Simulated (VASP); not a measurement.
Runs of VASP 6.6.1 on Sb. The structure is that of space group Im-3m (No. 229), or close to it. The cells are those of the table. 

```csv
task,cell,gap on the mesh (eV),pressure (GPa)
relaxation of cell and atoms,"relaxed to 40 GPa from a = 2.988 Å, angles 109.5°, 1 atom",none,40.0
single point,"a = 3.025 Å, angles 109.5°, 1 atom",none,20.6
single point,"a = 3.212 Å, angles 109.5°, 1 atom",none,0.2
single point,"a = 2.845 Å, angles 109.5°, 1 atom",none,61.9
single point,"a = 2.919 Å, angles 109.5°, 1 atom",none,(a)
```

Alike in all rows: level LDA; potentials or basis VASP PAW LDA potentials, release 64 (Sb); no spin polarisation; k mesh 9 × 9 × 9; cutoff (eV) 500; smearing fermi-dirac 0.1 eV.

Estimate the missing entries.

(a) 41.2.

Caveats: spin-orbit coupling is left out, which moves the levels of the heavy elements; the cell is relaxed towards a set pressure, so the enthalpy falls and the energy may rise (some runs).

A k mesh can miss the band edges, and the runs leave out spin-orbit coupling on Sb.

A gap of «none» marks levels without a gap at the run's occupations.
